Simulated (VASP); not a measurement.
Wanted: the native input for a VASP 6.6.1 run.

| Quantity | Value |
| --- | --- |
| Task | single point |
| Functional | PBE |
| Potentials or basis | VASP PAW PBE potentials, release 64 (Cd, O) |
| Cutoff | 520 eV |
| k mesh | 4 × 4 × 4 |
| Occupations | gaussian, width 0.1 eV |
| Spin | collinear spin, ferromagnetic start |
| Starting moments | [0.0, 1.0, 1.0, 1.0, 1.0, 1.0] μB |
| Dipole correction | no |
| Further INCAR settings | ALGO = Normal; EDIFF = 1e-06; NBANDS = 34 |

The structure of CdO5 lies in POSCAR:

```
CdO5
1.0
    0.0000000000      3.1343449241      3.1343449241
    3.1343449241      0.0000000000      3.1343449241
    3.1343449241      3.1343449241      0.0000000000
Cd O
1 5
Direct
    0.0000000000      0.0000000000      0.0000000000
    0.2500000000      0.2500000000      0.2500000000
    0.1302000015      0.6232666662      0.6232666662
    0.6232666662      0.6232666662      0.6232666662
    0.6232666662      0.1302000015      0.6232666662
    0.6232666662      0.6232666662      0.1302000015
```

The cell was built from a structure type or drawn by symmetry, and may not be a known phase.

The input as run:

INCAR

```
PREC = Accurate
ENCUT = 520
EDIFF = 1E-6
ISMEAR = 0
SIGMA = 0.1
LREAL = False
LASPH = True
NELM = 150
ALGO = Normal
ISIF = 2
LWAVE = False
LCHARG = False
ISPIN = 2
MAGMOM = 0 1 1 1 1 1
LORBIT = 11
GGA = PE
NBANDS = 34
```

KPOINTS

```
regular mesh
0
Gamma
  4 4 4
```

Potentials or basis: VASP PAW PBE potentials, release 64 (Cd, O).

Command:

```sh
$ cat potpaw_PBE.64/Cd/POTCAR potpaw_PBE.64/O/POTCAR > POTCAR
$ mpirun -np 1 vasp_std > vasp.out
```

Results of the run:

```yaml
Pressure: -0.1 GPa
Largest_force: 0.026 eV/Å
Net_moment: 4.85 μB per cell
Site_moments: Cd -0.03; O +1.28, +0.75 (each value once) μB
Valence_electrons_inside_the_program's_atomic_spheres: Cd 10.04; O 4.66, 4.65 (each value once)
```

Caveat: the k points lie up to 0.43 Å⁻¹ apart.

It took 57 s on 1 thread of Intel(R) Xeon(R) Platinum 8375C CPU @ 2.90GHz (Ice Lake) (shared host), peak memory 0.24 GiB.
